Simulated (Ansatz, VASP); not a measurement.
**Pt: VASP beside Ansatz**

```
Pt
1.0
     0.00000    1.96090    1.96090
     1.96090    0.00000    1.96090
     1.96090    1.96090    0.00000
Pt
1
Direct
  0.00000 0.00000 0.00000
```

Alike in both runs: functional PBEsol; k mesh 20 × 20 × 20; occupations fermi-dirac, width 0.15 eV; no spin polarisation.

Ansatz relaxed the structure, and its values are those at the end. VASP's run is a single point on that final structure, the one shown.

|  | VASP | Ansatz |
| --- | --- | --- |
| version | VASP 6.6.1 | Ansatz 0.2.0 |
| potentials or method | VASP PAW PBE potentials, release 64 (Pt), cutoff 520 eV | scalar-relativistic, plane waves, PAW |
| valence electrons in the cell | 10 | 18 |

Ansatz gave:

* gap on the k mesh at the Fermi level (eV): none
* pressure (GPa): 0.0

Task: What did VASP give for the same quantities?

Result: gap on the k mesh at the Fermi level (eV): none; pressure (GPa): -0.4.

VASP's potentials were made for PBE, not for PBEsol. A gap of «none» marks a metal or a gap that the smearing closes. VASP's potentials hold 10 valence electrons a cell and Ansatz's 18, so a difference there can come from the potentials and not from the codes.

Neither program's run includes spin-orbit coupling.
